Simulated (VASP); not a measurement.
Runs of VASP 6.6.1 on H4BrN. The structure is that of space group P-43m (No. 215), or close to it. The cells are those of the table. 

```tsv
task	cell	cutoff (eV)	gap on the mesh (eV)	pressure (GPa)	largest force (eV/Å)
relaxation of cell and atoms	relaxed to 30 GPa from a = 4.000 Å, 6 atoms	600	5.58	30.1	-
relaxation of cell and atoms	relaxed to 20 GPa from a = 4.000 Å, 6 atoms	600	5.69	20.1	-
single point	a = 3.507 Å, 6 atoms	520	(a)	20.2	0.06
single point	a = 3.352 Å, 6 atoms	520	5.30	40.3	0.06
relaxation of cell and atoms	relaxed to 10 GPa from a = 4.000 Å, 6 atoms	600	(b)	10.1	0.02
single point	a = 3.634 Å, 6 atoms	520	(c)	10.1	0.07
single point	a = 3.419 Å, 6 atoms	520	5.58	30.2	0.05
relaxation of cell and atoms	relaxed to 40 GPa from a = 4.000 Å, 6 atoms	600	5.30	40.3	0.01
```

Alike in all rows: level LDA; potentials or basis VASP PAW LDA potentials, release 64 (H, Br, N); no spin polarisation; k mesh 4 × 4 × 4; smearing fermi-dirac 0.01 eV.

Q: Estimate the missing entries.

A: (a) 5.70; (b) 5.42; (c) 5.40.

Caveats: some runs use coarse meshes; the cell is relaxed towards a set pressure, so the enthalpy falls and the energy may rise (some runs).

A k mesh can miss the band edges, and the runs leave out spin-orbit coupling on Br.
